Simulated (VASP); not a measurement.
Wanted: the native input for a VASP 6.6.1 run.

```yaml
Task: single point
Functional: PBE
Dispersion: D3(BJ)
Potentials_or_basis: VASP PAW PBE potentials, release 64 (C)
Cutoff: 520 eV
k_mesh: 21 × 21 × 6
Occupations: gaussian, width 0.1 eV
Spin: no spin polarisation
Dipole_correction: no
Further_INCAR_settings: ALGO = Normal; EDIFF = 1e-06; NBANDS = 16
```

The structure of C lies in POSCAR:

```
C
1.0
    2.4678061774      0.0000000000      0.0000000000
   -1.2339030887      2.1371828413      0.0000000000
    0.0000000000      0.0000000000      7.1285203116
C
4
Direct
    0.0000000000      0.0000000000      0.0025000000
    0.0000000000      0.0000000000      0.5025000000
    0.3333333333      0.6666666667      0.0025000000
    0.6666666667      0.3333333333      0.5025000000
```

One way to write it, as run:

INCAR

```
SYSTEM = C
PREC = Accurate
ENCUT = 520
EDIFF = 1E-6
ISMEAR = 0
SIGMA = 0.1
LREAL = .False.
LASPH = .True.
NELM = 80
ALGO = Normal
ISIF = 2
LWAVE = .False.
LCHARG = .True.
GGA = PE
IVDW = 12
LELF = .True.
LVHAR = .True.
NBANDS = 16
```

KPOINTS

```
regular mesh
0
Gamma
  21 21 6
  0 0 0
```

Potentials or basis: VASP PAW PBE potentials, release 64 (C).

Command:

```bash
$ cat potpaw_PBE.64/C/POTCAR > POTCAR
$ mpirun -np 1 vasp_std > vasp.out
```

Results of the run:

```json
{
  "Pressure": "-0.9 GPa",
  "Band gap on the k mesh": "zero (bands 8 and 9 overlap by 0.01 eV)",
  "Dispersion energy per atom": "-0.145 eV"
}
```

Wall time 60 s on 1 thread of Intel(R) Xeon(R) Platinum 8488C (Sapphire Rapids), on a shared host, peak memory 0.21 GiB.
